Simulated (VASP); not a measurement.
## Ta: single point with PBE

Crystal: Ta.

```
Ta
1.0
     4.72403    0.00000    0.00000
    -2.36201    4.09113    0.00000
     0.00000    0.00000    2.66236
Ta
3
Cartesian
  0.0000 0.0000 0.0000
  0.0000 2.7274 1.3312
  2.3620 1.3637 1.3312
```

This isn't the form of Ta at room conditions, which is bcc.

```json
{
  "Program": "VASP 6.6.1",
  "Task": "single point",
  "Functional": "PBE",
  "Potentials or basis": "VASP PAW PBE potentials, release 64 (Ta_pv)",
  "Cutoff": "520 eV",
  "k mesh": "9 × 9 × 12",
  "Occupations": "fermi-dirac, width 0.05 eV",
  "Spin": "no spin polarisation"
}
```

| Quantity | Value |
| --- | --- |
| Pressure | 18.1 GPa |
| Band gap on the k mesh | zero (an odd number of electrons rules out a gap without spin polarisation) |

Stress tensor (GPa, compression positive):
```
18.09  0.00  0.00
 0.00 18.09  0.00
 0.00  0.00 18.21
```

Levels at points of the mesh, in eV from the Fermi level:
```
           k point  band 13  band 14  band 15  band 16  band 17  band 18  band 19  band 20  band 21  band 22
(0.00, 0.00, 0.00)    -1.46    -1.46    -1.46    -1.46    -0.72     1.05     1.05     3.47     3.47     3.55
(0.00, 0.00, 0.50)    -3.22    -3.22    -1.87     0.14     0.14     1.50     1.50     4.92     4.92     5.75
```

It took 2.2 min on 1 thread of Intel Xeon 8259CL, on a shared host, peak memory 0.22 GiB.

Caveat: the cell stands under pressure; spin-orbit coupling is left out, which moves the levels of the heavy elements.
